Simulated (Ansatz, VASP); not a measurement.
# Se in VASP and in Ansatz

INCAR

```
SYSTEM = Se
PREC     = Accurate       ! precision mode
ENCUT    = 520            ! plane-wave cutoff, eV
EDIFF    = 1E-6           ! SCF threshold, eV
ISMEAR   = 0              ! smearing method
SIGMA    = 0.05           ! smearing width, eV
LREAL    = .FALSE.        ! projectors in reciprocal space
LASPH    = .TRUE.         ! aspherical terms in the spheres
NELM     = 60             ! most SCF steps
ALGO     = Normal         ! electronic algorithm
ISIF     = 2              ! what is computed and relaxed
LWAVE    = .FALSE.        ! write WAVECAR
LCHARG   = .FALSE.        ! write CHGCAR
GGA      = PE             ! functional
IVDW     = 12             ! dispersion correction
NBANDS   = 16             ! bands
```

The input KPOINTS:

```
Automatic mesh
0
G
  12 12 8
  0 0 0
```

File POSCAR:

```
Se
1.0
    4.2301757145      0.0000000000      0.0000000000
   -2.1150878572      3.6634396312      0.0000000000
    0.0000000000      0.0000000000      5.1218967551
Se
3
Direct
    0.2473450684      0.0000000000      0.3333333333
    0.0000000000      0.2473450684      0.6666666667
    0.7526549316      0.7526549316      0.0000000000
```

Input for Ansatz:

```yaml
crystal:
  lattice:
    - [4.2301757145, 0.0, 0.0]
    - [-2.1150878572, 3.6634396312, 0.0]
    - [0.0, 0.0, 5.1218967551]
  atoms:
    - { symbol: Se, position: [0.2473450684, 0.0, 0.3333333333] }
    - { symbol: Se, position: [0.0, 0.2473450684, 0.6666666667] }
    - { symbol: Se, position: [0.7526549316, 0.7526549316, 0.0] }
basis:
  ecutwfc: 420
kpoints:
  mp_grid: { grid: [12, 12, 8] }
hamiltonian:
  xc: pbe
  dispersion: d3bj
scf:
  occupations: { method: gaussian, width: 0.05 }
output:
  forces: true
  stress: true
  eigenvalues: true
```

Alike in both runs: task single point; functional PBE; dispersion D3(BJ); k mesh 12 × 12 × 8; occupations gaussian, width 0.05 eV; no spin polarisation.

|  | VASP | Ansatz |
| --- | --- | --- |
| version | VASP 6.6.1 | Ansatz 0.2.0 |
| potentials or method | VASP PAW PBE potentials, release 64 (Se), cutoff 520 eV | scalar-relativistic, plane waves, PAW |
| valence electrons in the cell | 18 | 48 |

|  | VASP | Ansatz | Ansatz less VASP |
| --- | --- | --- | --- |
| gap on the k mesh at the Fermi level (eV) | 0.68 | 0.68 | +0.008 |
| least direct gap on the mesh (eV) | 0.77 | 0.78 | +0.007 |
| pressure (GPa) | -3.5 | -3.6 | -0.07 |
| traceless stress, the component that is largest in VASP (GPa) | -0.21 | -0.23 | -0.021 |
| rms of the force components (eV/Å) | 0.288 | 0.296 | +0.0083 |

Atom by atom the forces differ by 0.008 eV/Å (rms over components). VASP's potentials hold 18 valence electrons a cell and Ansatz's 48, so a difference there can come from the potentials and not from the codes.
